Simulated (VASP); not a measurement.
Set up this calculation in VASP 6.6.1, as the native input.

```yaml
Task: single point
Functional: PBE
Potentials_or_basis: VASP PAW PBE potentials, release 64 (Be, H)
Cutoff: 520 eV
k_mesh: 6 × 6 × 4
Occupations: gaussian, width 0.1 eV
Spin: no spin polarisation
Dipole_correction: no
Further_INCAR_settings: ALGO = Normal; EDIFF = 1e-06; NBANDS = 12
```

The structure of Be2H3 lies in POSCAR:

```
Be2H3
1.0
    2.4628609072      0.0000000000      0.0000000000
   -1.2314304536      2.1329001116      0.0000000000
    0.0000000000      0.0000000000      5.7469133664
Be H
2 3
Direct
    0.3333333333      0.6666666667      0.1872997257
    0.6666666667      0.3333333333      0.8127002743
    0.0000000000      0.0000000000      0.0000000000
    0.3333333333      0.6666666667      0.6818369267
    0.6666666667      0.3333333333      0.3181630733
```

One way to write it, as run:

INCAR

```
ALGO     = Normal         # electronic algorithm
EDIFF    = 1E-6           # SCF threshold, eV
ENCUT    = 520            # plane-wave cutoff, eV
GGA      = PE             # functional
ISIF     = 2              # what is computed and relaxed
ISMEAR   = 0              # smearing method
LASPH    = T              # aspherical terms in the spheres
LCHARG   = T              # write CHGCAR
LELF     = T              # ELF
LREAL    = F              # projectors in reciprocal space
LVHAR    = T            
LWAVE    = F              # write WAVECAR
NBANDS   = 12             # bands
NELM     = 100            # most SCF steps
PREC     = Accurate       # precision mode
SIGMA    = 0.1            # smearing width, eV
```

KPOINTS

```
k-points
0
Gamma
  6 6 4
```

Potentials or basis: VASP PAW PBE potentials, release 64 (Be, H).

The run is started by

```sh
$ cat potpaw_PBE.64/Be/POTCAR potpaw_PBE.64/H/POTCAR > POTCAR
$ mpirun -np 1 vasp_std > vasp.out
```

It gave:

```json
{
  "Pressure": "-0.2 GPa",
  "Largest force": "0.018 eV/Å",
  "Band gap on the k mesh": "zero (an odd number of electrons rules out a gap without spin polarisation)"
}
```

Caveat: the k points lie up to 0.49 Å⁻¹ apart, too coarse for converged energies and pressures of a metal.

It took 7.8 s on 1 thread of Intel(R) Xeon(R) Platinum 8488C (Sapphire Rapids) (shared host), peak memory 0.14 GiB.
